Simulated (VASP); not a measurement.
Set up this calculation in VASP 6.6.1, as the native input.

```
Task                   : electric field gradients
Functional             : r2SCAN
Potentials or basis    : VASP PAW PBE potentials, release 64 (Zn, Cu)
Cutoff                 : 520 eV
k mesh                 : 12 × 12 × 12
Occupations            : fermi-dirac, width 0.05 eV
Spin                   : no spin polarisation
Dipole correction      : no
Further INCAR settings : ALGO = Normal; EDIFF = 1e-08; NBANDS = 18
```

Crystal: ZnCu.

```xyz
2
Lattice="2.9495 0.0000 0.0000 0.0000 2.9495 0.0000 0.0000 0.0000 2.9495" Properties=species:S:1:pos:R:3 pbc="T T T"
Zn    1.4747    1.4747    1.4747
Cu    0.0000    0.0000    0.0000
```

One way to write it, as run:

POSCAR

```
ZnCu
1.0
    2.9494721761      0.0000000000      0.0000000000
    0.0000000000      2.9494721761      0.0000000000
    0.0000000000      0.0000000000      2.9494721761
Zn Cu
1 1
Direct
    0.5000000000      0.5000000000      0.5000000000
    0.0000000000      0.0000000000      0.0000000000
```

INCAR.step1

```
ALGO = Normal
EDIFF = 1E-4
ENCUT = 520
GGA = PE
ISMEAR = -1
LASPH = True
LCHARG = False
LREAL = False
LWAVE = True
NBANDS = 18
NELM = 60
PREC = Accurate
SIGMA = 0.05
```

INCAR.step2

```
ALGO = Normal
EDIFF = 1E-8
ENCUT = 520
ISIF = 2
ISMEAR = -1
ISTART = 1
LASPH = True
LCHARG = False
LEFG = True
LMIXTAU = True
LREAL = False
LWAVE = False
METAGGA = R2SCAN
NBANDS = 18
NELM = 60
PREC = Accurate
SIGMA = 0.05
```

KPOINTS

```
k-points
0
Gamma
  12 12 12
```

Potentials or basis: VASP PAW PBE potentials, release 64 (Zn, Cu).

Command:

```console
$ cat potpaw_PBE.64/Zn/POTCAR potpaw_PBE.64/Cu/POTCAR > POTCAR
$ cp INCAR.step1 INCAR
$ mpirun -np 1 vasp_std > vasp.out
$ cp INCAR.step2 INCAR
$ mpirun -np 1 vasp_std > vasp.out
```

It gave:

```json
{"Pressure": "-3.0 GPa", "Band gap on the k mesh": "zero (an odd number of electrons rules out a gap without spin polarisation)", "Largest electric field gradient by atom": "zero within the noise of the run"}
```

Caveat: the cell stands under tension; the PAW data sets were made with another functional, which shifts forces and pressure a little.

Wall time 64 s on 1 thread of Intel(R) Xeon(R) Platinum 8488C (Sapphire Rapids) (shared host), peak memory 0.17 GiB.
